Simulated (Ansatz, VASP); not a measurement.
Two plane-wave programs on WS2

```xyz
6
Lattice="3.1814 0.0000 0.0000 -1.5907 2.7552 0.0000 0.0000 0.0000 23.8066" Properties=species:S:1:pos:R:3 pbc="T T T"
W     0.0000    1.8368   15.1873
W     1.5907    0.9184    8.6193
S     0.0000    1.8368    7.0525
S     1.5907    0.9184   13.6198
S     0.0000    1.8368   10.1867
S     1.5907    0.9184   16.7541
```

Change from the starting cell: strain +0.0050 x Voigt [0, 0, 1, 0, 0, 0], atoms carried along.

Alike in both runs: task single point; functional r2SCAN; k mesh 12 × 12 × 2; occupations gaussian, width 0.05 eV; no spin polarisation.

|  | VASP | Ansatz |
| --- | --- | --- |
| version | VASP 6.6.1 | Ansatz 0.2.0 |
| potentials or method | VASP PAW PBE potentials, release 64 (W_sv, S), cutoff 520 eV | scalar-relativistic, plane waves, PAW |
| valence electrons in the cell | 52 | 52 |

|  | VASP | Ansatz | Ansatz less VASP |
| --- | --- | --- | --- |
| gap on the k mesh at the Fermi level (eV) | 1.67 | 1.65 | -0.018 |
| least direct gap on the mesh (eV) | 1.92 | 1.92 | -0.004 |
| rms of the force components (eV/Å) | 0.065 | 0.075 | +0.0101 |

VASP's potentials were made for PBE, not for r2SCAN. Atom by atom the forces differ by 0.010 eV/Å (rms over components).

Neither program's run includes spin-orbit coupling.
